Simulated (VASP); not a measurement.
# TiMoSe4 (P-6m2) in VASP: a series of runs

Runs on TiMoSe4. Level: PBE. Tasks: relaxation of cell and atoms.

All numbers are computed with VASP 6.6.1; they aren't measurements. Logs are shortened: lines on timing, memory, paths and dates and some standing lists are left out, and cuts for length are marked.

### Step 1. The cell of the first run

Symmetry: P-6m2, No. 187, hexagonal system. Conventional cell: a = 3.387 Å, b = 3.387 Å, c = 13.422 Å, α = 90.00°, β = 90.00°, γ = 120.00°. Ti (site symmetry -6m2) has 6 Se at 2.60 Å and 6 Ti at 3.39 Å within 3.4 Å. Within 3.4 Å of Mo (site symmetry -6m2) lie 6 Se at 2.56 Å and 6 Mo at 3.39 Å. Within 3.5 Å of Se (site symmetry 3m) lie 3 Ti at 2.60 Å and 7 Se at 3.39 to 3.43 Å. Se (site symmetry 3m) has 3 Mo at 2.56 Å and 7 Se at 3.30 to 3.39 Å within 3.4 Å.

The cell was built from a structure type or drawn by symmetry, and may not be a known phase.

### Step 2. Relaxation of cell and atoms, PBE, collinear spin

Input file INCAR:

```
SYSTEM = TiMoSe4
ALGO     = Normal         ! electronic algorithm
EDIFF    = 1E-6           ! SCF threshold, eV
EDIFFG   = -0.08          ! ionic threshold
ENCUT    = 600            ! plane-wave cutoff, eV
GGA      = PE             ! functional
IBRION   = 2              ! ionic algorithm
ISIF     = 3              ! what is computed and relaxed
ISMEAR   = 0              ! smearing method
ISPIN    = 2              ! spin polarisation
LASPH    = .TRUE.         ! aspherical terms in the spheres
LCHARG   = .FALSE.        ! write CHGCAR
LMAXMIX  = 4              ! l up to which the mixer works
LORBIT   = 11             ! projections on sites
LREAL    = .FALSE.        ! projectors in reciprocal space
LWAVE    = .FALSE.        ! write WAVECAR
MAGMOM   = 1 1 0 0 0 0    ! initial moments
NELM     = 150            ! most SCF steps
NSW      = 36             ! ionic steps
PREC     = Accurate       ! precision mode
SIGMA    = 0.15           ! smearing width, eV
```

Input file KPOINTS:

```
k-points
0
G
  4 4 1
  0 0 0
```

Input file POSCAR:

```
TiMoSe4
1.0
    3.3866700000      0.0000000000      0.0000000000
   -1.6933350000      2.9329422500      0.0000000000
    0.0000000000      0.0000000000     13.4220571400
Ti Mo Se
1 1 4
Direct
    0.0000000000      0.0000000000      0.5000000000
    0.6666666700      0.3333333300      0.0000000000
    0.6666666700      0.3333333300      0.6276410200
    0.0000000000      0.0000000000      0.8771510100
    0.0000000000      0.0000000000      0.1228489900
    0.6666666700      0.3333333300      0.3723589800
```

Potentials or basis: VASP PAW PBE potentials, release 64 (Ti_sv, Mo_sv, Se).

Launch:

```sh
cat potpaw_PBE.64/Ti_sv/POTCAR potpaw_PBE.64/Mo_sv/POTCAR potpaw_PBE.64/Se/POTCAR > POTCAR
mpirun -np 1 vasp_std > vasp.out
```

OUTCAR:

```text
SYSTEM = TiMoSe4
   EDIFF = 1E-6
   EDIFFG = -0.08
   ENCUT = 600
   GGA = PE
   IBRION = 2
   ISIF = 3
   ISMEAR = 0
   ISPIN = 2
   LASPH = .TRUE.
   LORBIT = 11
   LREAL = .FALSE.
   NELM = 150
   NSW = 36
   PREC = Accurate

 ion  position               nearest neighbor table
   1  0.000  0.000  0.500-   3 2.60   6 2.60   3 2.60   6 2.60   3 2.60   6 2.60
   2  0.667  0.333  0.000-   4 2.56   5 2.56   4 2.56   5 2.56   4 2.56   5 2.56
   3  0.667  0.333  0.628-   1 2.60   1 2.60   1 2.60
   4  0.000  0.000  0.877-   2 2.56   2 2.56   2 2.56
   5  0.000  0.000  0.123-   2 2.56   2 2.56   2 2.56
   6  0.667  0.333  0.372-   1 2.60   1 2.60   1 2.60

  LATTYP: Found a hexagonal cell.
 ALAT       =     3.3866700000
 C/A-ratio  =     3.9632019476

  Lattice vectors:

 A1 = (   3.3866700000,   0.0000000000,   0.0000000000)
 A2 = (  -1.6933350000,   2.9329422500,   0.0000000000)
 A3 = (   0.0000000000,   0.0000000000,  13.4220571400)

Analysis of symmetry for initial positions (statically):
=====================================================================
 Subroutine PRICEL returns:
 Original cell was already a primitive cell.

 Routine SETGRP: Setting up the symmetry group for a
 hexagonal supercell.

 Subroutine GETGRP returns: Found 12 space group operations
 (whereof 12 operations were pure point group operations)
 out of a pool of 24 trial point group operations.

The static configuration has the point symmetry D_3h.

Analysis of symmetry for dynamics (positions and initial velocities):
=====================================================================
 Subroutine PRICEL returns:
 Original cell was already a primitive cell.

 Routine SETGRP: Setting up the symmetry group for a
 hexagonal supercell.

 Subroutine GETGRP returns: Found 12 space group operations
 (whereof 12 operations were pure point group operations)
 out of a pool of 24 trial point group operations.

The dynamic configuration has the point symmetry D_3h.

Analysis of structural, dynamic, and magnetic symmetry:
=====================================================================
 Subroutine PRICEL returns:
 Original cell was already a primitive cell.

 Routine SETGRP: Setting up the symmetry group for a
 hexagonal supercell.

 Subroutine GETGRP returns: Found 12 space group operations
 (whereof 12 operations were pure point group operations)
 out of a pool of 24 trial point group operations.

The overall configuration has the point symmetry D_3h.

 Subroutine INISYM returns: Found 12 space group operations
[... 126 lines left out ...]
 number of electron      49.9999999 magnetization       0.0006359

 number of electron      49.9999999 magnetization      -0.0000882

 Free energy of the ion-electron system (eV)
  ---------------------------------------------------
  ext. energy  EPLUGINS =         0.00000000
  ---------------------------------------------------
  free energy    TOTEN  =       -37.64641623 eV

  energy without entropy =      -37.62406607  energy(sigma->0) =      -37.63524115

------------------------ aborting loop because EDIFF is reached ----------------------------------------

  FORCE on cell =-STRESS in cart. coord.  units (eV):
  Direction    XX          YY          ZZ          XY          YZ          ZX
  --------------------------------------------------------------------------------------
  -------------------------------------------------------------------------------------
  Total        0.2448129      0.2448129     -2.2188327      0.0000000      0.0000000      0.0000000
  in kB        2.9420454      2.9420454    -26.6648824      0.0000000      0.0000000      0.0000000
  external PRESSURE =      -6.9269305 kB  Pullay stress =       0.0000000 kB
[... 69 lines left out ...]
--------------------------------------- Ionic step        3  -------------------------------------------

 number of electron      50.0000000 magnetization       0.0000007

 E-fermi :   4.7859     XC(G=0): -10.0159

 val. band max:        4.6988426439   @ k =   0.0000   0.0000   0.0000
 cond. band min:       4.9238366066   @ k =   0.5000   0.0000   0.0000
 fundamental gap:      0.2249939628
 Fermi energy:         4.7858594130

 spin component 1

 k-point     1 :       0.0000    0.0000    0.0000
  band No.  band energies     occupation
      1     -56.2079      1.00000
      2     -52.2299      1.00000
      3     -30.3112      1.00000
      4     -30.2287      1.00000
      5     -30.2287      1.00000
      6     -28.4661      1.00000
[... 297 lines left out ...]
  FREE ENERGIE OF THE ION-ELECTRON SYSTEM (eV)
  ---------------------------------------------------
  free  energy   TOTEN  =       -37.6972625427 eV

  energy  without entropy=      -37.6842224653  energy(sigma->0) =      -37.69074250

[... ionic steps 4 to 11 ...]

--------------------------------------- Ionic step       12  -------------------------------------------

 number of electron      49.9999997 magnetization      -0.0000000

------------------------ aborting loop because EDIFF is reached ----------------------------------------
[... 77 lines left out ...]
 number of electron      49.9999996 magnetization      -0.0000000

 number of electron      49.9999996 magnetization       0.0000006

 Free energy of the ion-electron system (eV)
  ---------------------------------------------------
  ext. energy  EPLUGINS =         0.00000000
  ---------------------------------------------------
  free energy    TOTEN  =       -37.75537360 eV

  energy without entropy =      -37.74597318  energy(sigma->0) =      -37.75067339

 E-fermi :   4.1605     XC(G=0):  -9.6228

 val. band max:        4.0668868859   @ k =   0.0000   0.0000   0.0000
 cond. band min:       4.3184745367   @ k =   0.5000   0.0000   0.0000
 fundamental gap:      0.2515876508
 Fermi energy:         4.1605170491

 spin component 1

 k-point     1 :       0.0000    0.0000    0.0000
  band No.  band energies     occupation
      1     -56.8372      1.00000
      2     -52.8727      1.00000
      3     -30.9274      1.00000
      4     -30.8507      1.00000
      5     -30.8507      1.00000
      6     -29.1133      1.00000
[... 297 lines left out ...]
  FREE ENERGIE OF THE ION-ELECTRON SYSTEM (eV)
  ---------------------------------------------------
  free  energy   TOTEN  =       -37.7553735979 eV

  energy  without entropy=      -37.7459731771  energy(sigma->0) =      -37.75067339

 reached required accuracy - stopping structural energy minimisation

 total charge

# of ion       s       p       d       tot
------------------------------------------
    1        2.176   6.155   1.892  10.223
    2        2.263   6.165   3.882  12.311
    3        1.474   2.366   0.036   3.875
    4        1.478   2.306   0.056   3.840
    5        1.478   2.306   0.056   3.840
    6        1.474   2.366   0.036   3.875
--------------------------------------------------
tot         10.343  21.663   5.958  37.965

 magnetization (x)

# of ion       s       p       d       tot
------------------------------------------
    1        0.000   0.000   0.000   0.000
    2       -0.000  -0.000  -0.000  -0.000
    3        0.000  -0.000   0.000  -0.000
    4       -0.000   0.000   0.000   0.000
    5       -0.000   0.000   0.000   0.000
    6        0.000  -0.000   0.000  -0.000
--------------------------------------------------
tot          0.000  -0.000   0.000   0.000
```

Wall time 7 min (1 thread of AMD EPYC 9R45 (Zen 5), shared host); peak memory 0.33 GiB.

Results:

```
Free energy                                           : -37.7554 eV
Relaxed volume                                        : 23.36 Å³/atom
Relaxed cell                                          : a = 3.408 Å, b = 3.408 Å, c = 13.941 Å, α = 90.00°, β = 90.00°, γ = 120.00°
Space group after relaxing (to 0.1 Å)                 : P-6m2 (No. 187)
Energy gained by relaxing                             : 18.2 meV/atom
Ionic steps                                           : 14
Pressure after relaxing                               : 0.3 GPa
Largest force after relaxing                          : 0.011 eV/Å
Band gap on the k mesh                                : 0.25 eV (least direct gap 0.71 eV)
Net moment                                            : 0.00 μB per cell
Valence electrons inside the program's atomic spheres : Ti 10.22; Mo 12.31; Se 3.88, 3.84 (each value once)
```

Forces in eV/Å, atoms in the order of the input:
```
Ti   0.000  0.000  0.000
Mo   0.000  0.000  0.000
Se   0.000  0.000  0.000
Se   0.000  0.000  0.011
Se   0.000  0.000 -0.011
Se   0.000  0.000  0.000
```

The path:
```
step  energy change (eV)  largest force (eV/Å)  pressure (GPa)  volume (Å³)
   1              0.0000                0.9109           -0.69       133.32
   2             -0.0481                0.4146            2.15       131.46
   3             -0.0508                0.3167            1.62       131.80
   4             -0.0718                0.1399           -0.25       135.05
   5             -0.0735                0.0625            0.11       134.35
   6             -0.0780                0.1418           -0.06       134.76
   7             -0.0800                0.2584           -0.29       135.26
   8             -0.0824                0.2315           -0.11       135.26
   9             -0.0870                0.1492            0.47       135.26
  10             -0.0838                0.0709            1.67       135.25
  11             -0.0878                0.0945            0.84       135.26
  12             -0.0908                0.0871            0.79       135.75
  13             -0.0985                0.0632            0.61       137.22
  14             -0.1090                0.0108            0.33       140.19
```

Final structure:
```cif
data_structure
_symmetry_space_group_name_H-M 'P 1'
_symmetry_Int_Tables_number 1
_cell_length_a 3.4076
_cell_length_b 3.4076
_cell_length_c 13.9406
_cell_angle_alpha 90.000
_cell_angle_beta 90.000
_cell_angle_gamma 120.000
_cell_volume 140.19
loop_
_atom_site_label
_atom_site_type_symbol
_atom_site_fract_x
_atom_site_fract_y
_atom_site_fract_z
_atom_site_occupancy
Ti1 Ti 0.00000 0.00000 0.50000 1
Mo1 Mo 0.66667 0.33333 0.00000 1
Se1 Se 0.66667 0.33333 0.61712 1
Se2 Se 0.00000 0.00000 0.88237 1
Se3 Se 0.00000 0.00000 0.11763 1
Se4 Se 0.66667 0.33333 0.38288 1
```

Caveat: the k points lie up to 0.53 Å⁻¹ apart in the final cell; an odd mesh through Γ misses points on the zone boundary, where band edges can lie; this functional lacks dispersion, which binds the layers, so the pressure and a relaxed spacing across them are unreliable.

### Step 3. Relaxation of cell and atoms, PBE, collinear spin

This run uses another cell than the first one, of 22.40 Å³/atom.

Input file INCAR:

```
SYSTEM = TiMoSe4
PREC     = Accurate       ! precision mode
ENCUT    = 600            ! plane-wave cutoff, eV
EDIFF    = 1E-7           ! SCF threshold, eV
ISMEAR   = 0              ! smearing method
SIGMA    = 0.15           ! smearing width, eV
LREAL    = .False.        ! projectors in reciprocal space
LASPH    = .True.         ! aspherical terms in the spheres
NELM     = 150            ! most SCF steps
ALGO     = Normal         ! electronic algorithm
ISIF     = 3              ! what is computed and relaxed
LWAVE    = .False.        ! write WAVECAR
LCHARG   = .False.        ! write CHGCAR
ISPIN    = 2              ! spin polarisation
MAGMOM   = 1 1 0 0 0 0    ! initial moments
LORBIT   = 11             ! projections on sites
LMAXMIX  = 4              ! l up to which the mixer works
GGA      = PE             ! functional
IBRION   = 2              ! ionic algorithm
NSW      = 36             ! ionic steps
EDIFFG   = -0.08          ! ionic threshold
```

Input file KPOINTS:

```
Automatic mesh
0
Gamma
  4 4 1
  0 0 0
```

Input file POSCAR:

```
TiMoSe4
1.0
    3.3883432300      0.0000000000      0.0000000000
   -1.6941716200      2.9343913100      0.0000000000
    0.0000000000      0.0000000000     13.5189274600
Ti Mo Se
1 1 4
Direct
    0.6666666700      0.3333333300      0.5000000000
    0.6666666700      0.3333333300      0.0000000000
    0.3333333300      0.6666666700      0.6259580300
    0.0000000000      0.0000000000      0.8781179800
    0.0000000000      0.0000000000      0.1218820200
    0.3333333300      0.6666666700      0.3740419700
```

Potentials or basis: VASP PAW PBE potentials, release 64 (Ti_sv, Mo_sv, Se).

Launch:

```sh
cat potpaw_PBE.64/Ti_sv/POTCAR potpaw_PBE.64/Mo_sv/POTCAR potpaw_PBE.64/Se/POTCAR > POTCAR
mpirun -np 1 vasp_std > vasp.out
```

It took 11 min on 1 thread of AMD EPYC 9R45 (Zen 5), shared host; peak memory 0.33 GiB.

Results (log left out):

| Quantity | Value |
| --- | --- |
| Free energy | -37.7652 eV |
| Relaxed volume | 25.44 Å³/atom |
| Relaxed cell | a = 3.411 Å, b = 3.411 Å, c = 15.147 Å, α = 90.00°, β = 90.00°, γ = 120.00° |
| Space group after relaxing (to 0.1 Å) | P-6m2 (No. 187) |
| Energy gained by relaxing | 15.9 meV/atom |
| Ionic steps | 19 |
| Pressure after relaxing | 0.0 GPa |
| Largest force after relaxing | 0.021 eV/Å |
| Band gap on the k mesh | 0.28 eV (least direct gap 0.72 eV) |
| Net moment | 0.00 μB per cell |
| Valence electrons inside the program's atomic spheres | Ti 10.22; Mo 12.31; Se 3.87, 3.84 (each value once) |

Forces in eV/Å, atoms in the order of the input:
```
Ti   0.000  0.000  0.000
Mo   0.000  0.000  0.000
Se   0.000  0.000 -0.017
Se   0.000  0.000 -0.021
Se   0.000  0.000  0.021
Se   0.000  0.000  0.017
```

The path:
| step | energy change (eV) | largest force (eV/Å) | pressure (GPa) | volume (Å³) |
| --- | --- | --- | --- | --- |
| 1 | 0.0000 | 0.8012 | -0.51 | 134.41 |
| 2 | -0.0392 | 0.3576 | 1.75 | 133.00 |
| 3 | -0.0410 | 0.2859 | 1.36 | 133.24 |
| 4 | -0.0543 | 0.1424 | -0.39 | 136.17 |
| 5 | -0.0562 | 0.0684 | 0.04 | 135.40 |
| 6 | -0.0591 | 0.1026 | -0.02 | 135.62 |
| 7 | -0.0611 | 0.2186 | -0.12 | 136.00 |
| 8 | -0.0627 | 0.1937 | 0.04 | 136.03 |
| 9 | -0.0658 | 0.1178 | 0.53 | 136.11 |
| 10 | -0.0638 | 0.1342 | 1.53 | 136.26 |
| 11 | -0.0664 | 0.0662 | 0.85 | 136.16 |
| 12 | -0.0679 | 0.0634 | 0.82 | 136.44 |
| 13 | -0.0719 | 0.0541 | 0.72 | 137.31 |
| 14 | -0.0787 | 0.0368 | 0.55 | 139.04 |
| 15 | -0.0872 | 0.0535 | 0.27 | 142.53 |
| 16 | -0.0878 | 0.1549 | -0.02 | 149.60 |
| 17 | -0.0924 | 0.0311 | -0.38 | 151.78 |
| 18 | -0.0929 | 0.0578 | -0.56 | 152.92 |
| 19 | -0.0954 | 0.0212 | 0.01 | 152.64 |

Final structure:
```
Ti Mo Se
1.0
     3.41113    0.00000    0.00000
    -1.70557    2.95413    0.00000
     0.00000    0.00000   15.14703
Ti Mo Se
1 1 4
Direct
  0.66667 0.33333 0.50000
  0.66667 0.33333 0.00000
  0.33333 0.66667 0.60791
  0.00000 0.00000 0.89185
  0.00000 0.00000 0.10815
  0.33333 0.66667 0.39209
```

Levels at points of the mesh, in eV from the valence-band top:
Spin up:
```csv
k point,band 23,band 24,band 25,band 26,band 27,band 28
"(0.00, 0.00, 0.00)",-0.14,-0.14,0.00,1.15,2.61,2.61
"(0.50, 0.00, 0.00)",-0.88,-0.62,-0.44,0.28,1.60,2.03
```
Spin down:
```
           k point  band 23  band 24  band 25  band 26  band 27  band 28
(0.00, 0.00, 0.00)    -0.14    -0.14     0.00     1.15     2.61     2.61
(0.50, 0.00, 0.00)    -0.88    -0.62    -0.44     0.28     1.60     2.03
```

Caveat: the k points lie up to 0.53 Å⁻¹ apart in the final cell; an odd mesh through Γ misses points on the zone boundary, where band edges can lie; this functional lacks dispersion, which binds the layers, so the pressure and a relaxed spacing across them are unreliable.
